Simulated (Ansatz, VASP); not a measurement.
## Two plane-wave programs on MgS

File INCAR:

```
SYSTEM = MgS
PREC = Accurate
ENCUT = 520
EDIFF = 1E-6
ISMEAR = -1
SIGMA = 0.05
LREAL = .False.
LASPH = .True.
NELM = 60
ALGO = Normal
ISIF = 2
LWAVE = .False.
LCHARG = .False.
GGA = B5
ALDAX = 1.0
AGGAX = 1.0
AGGAC = 1.0
ALDAC = 0.0
NBANDS = 11
```

KPOINTS

```
regular mesh
0
Gamma
  5 5 5
  0 0 0
```

POSCAR

```
MgS
1.0
    0.0000000000      2.6016500000      2.6016500000
    2.6016500000      0.0000000000      2.6016500000
    2.6016500000      2.6016500000      0.0000000000
S Mg
1 1
Direct
    0.5000000000      0.5000000000      0.5000000000
    0.0000000000      0.0000000000      0.0000000000
```

File input.yaml:

```yaml
crystal:
  lattice:
    - [0.0, 2.60165, 2.60165]
    - [2.60165, 0.0, 2.60165]
    - [2.60165, 2.60165, 0.0]
  atoms:
    - { symbol: S, position: [0.5, 0.5, 0.5] }
    - { symbol: Mg, position: [0.0, 0.0, 0.0] }
hamiltonian:
  xc: blyp
  pseudopotentials: { kind: paw }
kpoints:
  mp_grid: { grid: [5, 5, 5] }
scf:
  occupations: { method: fermi_dirac, width: 0.05 }
  n_extra_bands: 6
output:
  forces: true
  stress: true
  eigenvalues: true
  dos: { projected: true, de: 0.05, nscf_kmesh: { grid: [8, 8, 8] } }
  write_density: true
  write_potential: true
  elf: true
  volumetric_format: npy
```

Alike in both runs: functional BLYP; k mesh 5 × 5 × 5; occupations fermi-dirac, width 0.05 eV; no spin polarisation.

```csv
,VASP,Ansatz
version,VASP 6.6.1,Ansatz 0.2.0
potentials or method,"VASP PAW PBE potentials, release 64 (S, Mg)",Ansatz PAW
plane-wave cutoff (eV),520,420
valence electrons in the cell,8,16
task,single point,projected density of states
```

```tsv
	VASP	Ansatz	Ansatz less VASP
gap on the k mesh at the Fermi level (eV)	3.24	3.25	+0.004
least direct gap on the mesh (eV)	3.88	3.87	-0.008
pressure (GPa)	3.5	3.8	+0.25
```

VASP's potentials were made for PBE, not for BLYP. VASP's potentials hold 8 valence electrons a cell and Ansatz's 16, so a difference there can come from the potentials and not from the codes.

Noted on Ansatz's run: odd divisions of the mesh miss points on the zone boundary, where band edges often lie, so the gap on the mesh can be too wide.
